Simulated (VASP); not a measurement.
# PbF2 (Fluorocronite) (Fm-3m) in VASP: further runs

Aim: see how the results for PbF2 (Fluorocronite) move with the level of theory and the settings. Levels: PBE, r2SCAN. Tasks: single point.

Program: VASP 6.6.1. These are calculated values, not measurements. Logs are shortened: lines on timing, memory, paths and dates and some standing lists are left out, and cuts for length are marked.

## Step 1: The cell of the first run

The structure is cubic, space group Fm-3m (No. 225). The conventional cell has a = 5.892 Å, b = 5.892 Å, c = 5.892 Å, α = 90.00°, β = 90.00°, γ = 90.00°. Pb (site symmetry m-3m) has 8 F at 2.55 Å within 3.4 Å. F (site symmetry -43m) has 4 Pb at 2.55 Å and 6 F at 2.95 Å within 3.4 Å.

## Step 2: Single point, PBE

Input file INCAR:

```
  PREC = Accurate
  ENCUT = 520
  EDIFF = 1E-6
  ISMEAR = 0
  SIGMA = 0.01
  LREAL = F
  LASPH = T
  NELM = 60
  ALGO = Normal
  ISIF = 2
  LWAVE = F
  LCHARG = T
  GGA = PE
  LELF = T
  LVHAR = T
  NBANDS = 21
```

Input file KPOINTS:

```
regular mesh
0
Gamma
  8 8 8
```

Input file POSCAR:

```
PbF2
1.0
    0.0000000000      2.9458082862      2.9458082862
    2.9458082862      0.0000000000      2.9458082862
    2.9458082862      2.9458082862      0.0000000000
Pb F
1 2
Direct
    0.0000000000      0.0000000000      0.0000000000
    0.2500000000      0.2500000000      0.2500000000
    0.7500000000      0.7500000000      0.7500000000
```

Potentials or basis: VASP PAW PBE potentials, release 64 (Pb_d, F).

Command:

```
$ cat potpaw_PBE.64/Pb_d/POTCAR potpaw_PBE.64/F/POTCAR > POTCAR
$ mpirun -np 1 vasp_std > vasp.out
```

OUTCAR:

```text
PREC = Accurate
   ENCUT = 520
   EDIFF = 1E-6
   ISMEAR = 0
   LREAL = F
   LASPH = T
   NELM = 60
   ISIF = 2
   GGA = PE

 ion  position               nearest neighbor table
   1  0.000  0.000  0.000-   3 2.55   3 2.55   3 2.55   2 2.55   3 2.55   2 2.55   2 2.55   2 2.55

   2  0.250  0.250  0.250-   1 2.55   1 2.55   1 2.55   1 2.55
   3  0.750  0.750  0.750-   1 2.55   1 2.55   1 2.55   1 2.55

  LATTYP: Found a face centered cubic cell.
 ALAT       =     5.8916165724

  Lattice vectors:

 A1 = (   0.0000000000,   2.9458082862,   2.9458082862)
 A2 = (   2.9458082862,   0.0000000000,   2.9458082862)
 A3 = (   2.9458082862,   2.9458082862,   0.0000000000)

Analysis of symmetry for initial positions (statically):
=====================================================================
 Subroutine PRICEL returns:
 Original cell was already a primitive cell.

 Routine SETGRP: Setting up the symmetry group for a
 face centered cubic supercell.

 Subroutine GETGRP returns: Found 48 space group operations
 (whereof 48 operations were pure point group operations)
 out of a pool of 48 trial point group operations.

The static configuration has the point symmetry O_h .

Analysis of symmetry for dynamics (positions and initial velocities):
=====================================================================
 Subroutine PRICEL returns:
 Original cell was already a primitive cell.

 Routine SETGRP: Setting up the symmetry group for a
 face centered cubic supercell.

 Subroutine GETGRP returns: Found 48 space group operations
 (whereof 48 operations were pure point group operations)
 out of a pool of 48 trial point group operations.

The dynamic configuration has the point symmetry O_h .

 Subroutine INISYM returns: Found 48 space group operations
 (whereof 48 operations are pure point group operations),
 and found     1 'primitive' translations

----------------------------------------------------------------------------------------

                                     Primitive cell

  volume of cell :      51.1262

  direct lattice vectors                    reciprocal lattice vectors
     0.000000000  2.945808286  2.945808286    -0.169732702  0.169732702  0.169732702
     2.945808286  0.000000000  2.945808286     0.169732702 -0.169732702  0.169732702
     2.945808286  2.945808286  0.000000000     0.169732702  0.169732702 -0.169732702

  length of vectors
     4.166002030  4.166002030  4.166002030     0.293985664  0.293985664  0.293985664

  position of ions in fractional coordinates (direct lattice)
     0.000000000  0.000000000  0.000000000
     0.250000000  0.250000000  0.250000000
     0.750000000  0.750000000  0.750000000

  ion indices of the primitive-cell ions
   primitive index   ion index
                 1           1
                 2           2
                 3           3

----------------------------------------------------------------------------------------

 KPOINTS: regular mesh

Automatic generation of k-mesh.
 Grid dimensions read from file:
 generate k-points for:    8    8    8

 Generating k-lattice:

  Cartesian coordinates                     Fractional coordinates (reciprocal lattice)
    -0.021216588  0.021216588  0.021216588     0.125000000  0.000000000  0.000000000
     0.021216588 -0.021216588  0.021216588     0.000000000  0.125000000  0.000000000
     0.021216588  0.021216588 -0.021216588     0.000000000  0.000000000  0.125000000

  Length of vectors
     0.036748208  0.036748208  0.036748208

  Shift w.r.t. Gamma in fractional coordinates (k-lattice)
     0.000000000  0.000000000  0.000000000

 Subroutine IBZKPT returns following result:
 ===========================================

 Found     29 irreducible k-points:

 Following reciprocal coordinates:
            Coordinates               Weight
  0.000000  0.000000  0.000000      1.000000
  0.125000  0.000000  0.000000      8.000000
  0.250000  0.000000  0.000000      8.000000
  0.375000  0.000000  0.000000      8.000000
  0.500000  0.000000  0.000000      4.000000
  0.125000  0.125000  0.000000      6.000000
[... 16 lines left out ...]
  0.500000  0.250000  0.125000     48.000000
 -0.375000  0.250000  0.125000     24.000000
 [... further k-points ...]
   k-points           NKPTS =     29   k-points in BZ     NKDIM =     29   number of bands    NBANDS=     21
   number of dos      NEDOS =    301   number of ions     NIONS =      3
   total plane-waves  NPLWV =  32768
   dimension x,y,z NGX =    32 NGY =   32 NGZ =   32
   dimension x,y,z NGXF=    64 NGYF=   64 NGZF=   64
   ions per type =               1   2
   NGX,Y,Z   is equivalent  to a cutoff of  12.77, 12.77, 12.77 a.u.
   NGXF,Y,Z  is equivalent  to a cutoff of  25.54, 25.54, 25.54 a.u.
 SYSTEM =  unknown system
   PREC   = accura    normal or accurate (medium, high low for compatibility)
   ISTART =      0    job   : 0-new  1-cont  2-samecut
   ICHARG =      2    charge: 1-file 2-atom 10-const
   ISPIN  =      1    spin polarized calculation?
   LNONCOLLINEAR =      F non collinear calculations
   LSORBIT =      F    spin-orbit coupling
   LASPH  =      T    aspherical Exc in radial PAW
   ENCUT  =  520.0 eV  38.22 Ry    6.18 a.u.   7.75  7.75  7.75*2*pi/ulx,y,z
   NELM   =     60;   NELMIN=  2; NELMDL= -5     # of ELM steps
   EDIFF  = 0.1E-05   stopping-criterion for ELM
   LREAL  =      F    real-space projection
   EDIFFG = 0.1E-04   stopping-criterion for IOM
   NSW    =      0    number of steps for IOM
   IBRION =     -1    ionic relax: 0-MD 1-quasi-New 2-CG
   NFREE  =      0    steps in history (QN), initial steepest desc. (CG)
   ISIF   =      2    stress and relaxation
   ISYM   =      2    0-nonsym 1-usesym 2-fastsym
   POTIM  = 0.5000    time-step for ionic-motion
   TEBEG  =    0.0;   TEEND  =   0.0 temperature during run
   PSTRESS=    0.0 pullay stress
   NELECT =      28.0000    total number of electrons
   NUPDOWN=      -1.0000    fix difference up-down
   EMIN   =  10.00;   EMAX   =-10.00  energy-range for DOS
   EFERMI =   0.00;   METHOD = LEGACY
   ISMEAR =     0;   SIGMA  =   0.01  broadening in eV -4-tet -1-fermi 0-gaus
   EFERMI_NEDOS =   21; number of points for ismear=-14 and -15
   IALGO  =     38    algorithm
   IMIX   =      4    mixing-type and parameters
     AMIX     =   0.40;   BMIX     =  1.00
     AMIX_MAG =   1.60;   BMIX_MAG =  1.00
  volume/ion in A,a.u.               =      17.04       115.01
  Fermi-wavevector in a.u.,A,eV,Ry     =   1.339408  2.531115 24.409055  1.794015
  Thomas-Fermi vector in A             =   2.467803
   LORBIT       =      0    0 simple, 1 ext, 2 COOP (PROOUT), +10 PAW based schemes
   GGA     = PE    functional components
   LHFCALC =     F    Hartree Fock is set to
   AEXX    =    0.0000 exact exchange contribution
   IVDW    =     0    specifies the selected vdW correction
   LEPSILON=     F    determine dielectric tensor
   LRPA    =     F    only Hartree local field effects (RPA)
 non-spin polarized calculation
 Gauss-broadening in eV      SIGMA  =   0.01
  energy-cutoff  :      520.00
  volume of cell :       51.13
 maximum number of plane-waves:      1411
   NGX = 15   NGY = 15   NGZ = 15

 number of electron      27.9999995 magnetization

 Free energy of the ion-electron system (eV)
  ---------------------------------------------------
  ext. energy  EPLUGINS =         0.00000000
  ---------------------------------------------------
  free energy    TOTEN  =       -14.31342966 eV

  energy without entropy =      -14.31342966  energy(sigma->0) =      -14.31342966

 E-fermi :   2.1957     XC(G=0):  -9.4971

 val. band max:        2.1174451099   @ k =  -0.2500   0.5000   0.2500
 cond. band min:       6.5290647803   @ k =   0.5000   0.5000   0.0000
 fundamental gap:      4.4116196704
 Fermi energy:         2.1957206918

 k-point     1 :       0.0000    0.0000    0.0000
  band No.  band energies     occupation
      1     -19.1332      2.00000
      2     -18.4797      2.00000
      3     -12.3451      2.00000
      4     -12.3451      2.00000
      5     -12.3451      2.00000
      6     -12.2803      2.00000
[... 13 lines left out ...]
     20      17.3024      0.00000
     21      19.7468      0.00000

 k-point     2 :       0.1250    0.0000    0.0000
  band No.  band energies     occupation
      1     -19.1010      2.00000
      2     -18.5086      2.00000
      3     -12.3383      2.00000
      4     -12.3383      2.00000
      5     -12.3104      2.00000
      6     -12.2802      2.00000
[... 13 lines left out ...]
     20      16.8780      0.00000
     21      19.1157      0.00000

 k-point     3 :       0.2500    0.0000    0.0000
  band No.  band energies     occupation
      1     -19.0177      2.00000
      2     -18.5831      2.00000
      3     -12.3274      2.00000
      4     -12.3274      2.00000
      5     -12.2744      2.00000
      6     -12.2744      2.00000
[... 13 lines left out ...]
     20      16.3059      0.00000
     21      17.8782      0.00000

 k-point     4 :       0.3750    0.0000    0.0000
  band No.  band energies     occupation
      1     -18.9109      2.00000
      2     -18.6785      2.00000
      3     -12.3254      2.00000
      4     -12.3254      2.00000
      5     -12.2596      2.00000
      6     -12.2596      2.00000
[... 13 lines left out ...]
     20      15.9850      0.00000
     21      16.8572      0.00000

 k-point     5 :       0.5000    0.0000    0.0000
  band No.  band energies     occupation
      1     -18.8308      2.00000
      2     -18.7532      2.00000
      3     -12.3263      2.00000
      4     -12.3263      2.00000
      5     -12.2516      2.00000
      6     -12.2516      2.00000
[... 13 lines left out ...]
     20      15.8954      0.00000
     21      16.4701      0.00000

 k-point     6 :       0.1250    0.1250    0.0000
  band No.  band energies     occupation
      1     -19.0909      2.00000
      2     -18.5176      2.00000
      3     -12.3316      2.00000
      4     -12.3316      2.00000
      5     -12.3064      2.00000
      6     -12.2854      2.00000
[... 13 lines left out ...]
     20      17.4430      0.00000
     21      19.1484      0.00000

 k-point     7 :       0.2500    0.1250    0.0000
  band No.  band energies     occupation
      1     -19.0266      2.00000
      2     -18.5741      2.00000
      3     -12.3183      2.00000
      4     -12.3182      2.00000
      5     -12.2869      2.00000
      6     -12.2704      2.00000
[... 13 lines left out ...]
     20      17.1509      0.00000
     21      18.6837      0.00000
[... 291 lines left out ...]
      1     -18.8023      2.00000
      2     -18.7629      2.00000
      3     -12.3078      2.00000
      4     -12.2664      2.00000
      5     -12.2621      2.00000
      6     -12.2045      2.00000
[... 13 lines left out ...]
     20      17.6746      0.00000
     21      18.9156      0.00000

 k-point    21 :       0.5000    0.5000    0.0000
  band No.  band energies     occupation
      1     -18.8374      2.00000
      2     -18.7256      2.00000
      3     -12.3200      2.00000
      4     -12.2543      2.00000
      5     -12.2496      2.00000
      6     -12.2496      2.00000
[... 13 lines left out ...]
     20      18.7997      0.00000
     21      19.4702      0.00000

 k-point    22 :       0.3750    0.2500    0.1250
  band No.  band energies     occupation
      1     -18.9587      2.00000
      2     -18.6323      2.00000
      3     -12.3049      2.00000
      4     -12.3023      2.00000
      5     -12.2869      2.00000
      6     -12.2561      2.00000
[... 13 lines left out ...]
     20      17.5505      0.00000
     21      18.3776      0.00000

 k-point    23 :       0.5000    0.2500    0.1250
  band No.  band energies     occupation
      1     -18.8739      2.00000
      2     -18.7057      2.00000
      3     -12.3040      2.00000
      4     -12.2962      2.00000
      5     -12.2690      2.00000
      6     -12.2337      2.00000
[... 13 lines left out ...]
     20      18.1092      0.00000
     21      18.6332      0.00000

 k-point    24 :      -0.3750    0.2500    0.1250
  band No.  band energies     occupation
      1     -18.8065      2.00000
      2     -18.7677      2.00000
      3     -12.3041      2.00000
      4     -12.2976      2.00000
      5     -12.2562      2.00000
      6     -12.2246      2.00000
[... 13 lines left out ...]
     20      18.3278      0.00000
     21      18.7472      0.00000

 [... further k-points ...]
[... 5 lines left out ...]
  --------------------------------------------------------------------------------------
  -------------------------------------------------------------------------------------
  Total        1.2689684      1.2689684      1.2689684      0.0000000      0.0000000      0.0000000
  in kB       39.7665525     39.7665525     39.7665525      0.0000000      0.0000000      0.0000000
  external PRESSURE =      39.7665525 kB  Pullay stress =       0.0000000 kB

 VOLUME and BASIS-vectors are now :
 -----------------------------------------------------------------------------
  energy-cutoff  :      520.00
  volume of cell :       51.13
      direct lattice vectors                 reciprocal lattice vectors
     0.000000000  2.945808286  2.945808286    -0.169732702  0.169732702  0.169732702
     2.945808286  0.000000000  2.945808286     0.169732702 -0.169732702  0.169732702
     2.945808286  2.945808286  0.000000000     0.169732702  0.169732702 -0.169732702

 POSITION                                       TOTAL-FORCE (eV/Angst)
 -----------------------------------------------------------------------------------
      0.00000      0.00000      0.00000         0.000000     -0.000000     -0.000000
      1.47290      1.47290      1.47290        -0.000000     -0.000000     -0.000000
      4.41871      4.41871      4.41871         0.000000      0.000000      0.000000
 -----------------------------------------------------------------------------------
    total drift:                                0.000000     -0.000000      0.000000

  FREE ENERGIE OF THE ION-ELECTRON SYSTEM (eV)
  ---------------------------------------------------
  free  energy   TOTEN  =       -14.3134296617 eV

  energy  without entropy=      -14.3134296617  energy(sigma->0) =      -14.31342966
```

Wall time 20 s (1 thread of Intel Xeon Platinum 8259CL at 2.50GHz (Skylake/Cascade Lake), shared host); peak memory 0.18 GiB.

Results:

```yaml
Free_energy: -14.3134 eV
Pressure: 4.0 GPa
Band_gap_on_the_k_mesh: 4.41 eV, indirect (least direct gap 4.56 eV)
```

Caveat: spin-orbit coupling is left out, which moves the levels of the heavy elements. Expect the measured gap to be larger: semilocal functionals such as PBE lack the derivative discontinuity.

## Step 3: Single point, r2SCAN

POSCAR is that of step 2.

Input file INCAR.step1:

```
PREC = Accurate
ENCUT = 520
ISMEAR = 0
SIGMA = 0.01
LREAL = False
LASPH = True
NELM = 80
NBANDS = 21
GGA = PE
ALGO = Normal
EDIFF = 1E-4
LWAVE = True
LCHARG = False
```

Input file INCAR.step2:

```
PREC = Accurate
ENCUT = 520
EDIFF = 1E-6
ISMEAR = 0
SIGMA = 0.01
LREAL = False
LASPH = True
NELM = 80
ALGO = Normal
ISIF = 2
LWAVE = False
LCHARG = False
METAGGA = R2SCAN
LMIXTAU = True
NBANDS = 21
ISTART = 1
```

KPOINTS is that of step 2.

Potentials or basis: VASP PAW PBE potentials, release 64 (Pb_d, F).

Command:

```
$ cat potpaw_PBE.64/Pb_d/POTCAR potpaw_PBE.64/F/POTCAR > POTCAR
$ cp INCAR.step1 INCAR
$ mpirun -np 1 vasp_std > vasp.out
$ cp INCAR.step2 INCAR
$ mpirun -np 1 vasp_std > vasp.out
```

Wall time 81 s (1 thread of Intel Xeon Platinum 8259CL at 2.50GHz (Skylake/Cascade Lake), shared host); peak memory 0.19 GiB.

Results (log left out):

```yaml
Free_energy: -70.1577 eV
Pressure: 1.1 GPa
Band_gap_on_the_k_mesh: 4.93 eV, indirect (least direct gap 5.07 eV)
```

Levels at points of the mesh, in eV from the valence-band top:
```csv
k point,band 11,band 12,band 13,band 14,band 15,band 16,band 17,band 18
"(0.00, 0.00, 0.00)",-2.78,-2.27,-2.27,-2.27,7.31,7.31,7.31,10.72
"(0.50, 0.00, 0.00)",-2.97,-2.44,-2.44,-0.07,5.37,8.29,8.29,13.48
"(0.50, 0.50, 0.00)",-1.84,-1.84,-1.84,-0.15,4.93,8.51,8.51,9.03
```

Caveat: the PAW data sets were made with another functional, which shifts forces and pressure a little; spin-orbit coupling is left out, which moves the levels of the heavy elements. r2SCAN opens gaps a little over a GGA but as a rule still falls short of measured ones.
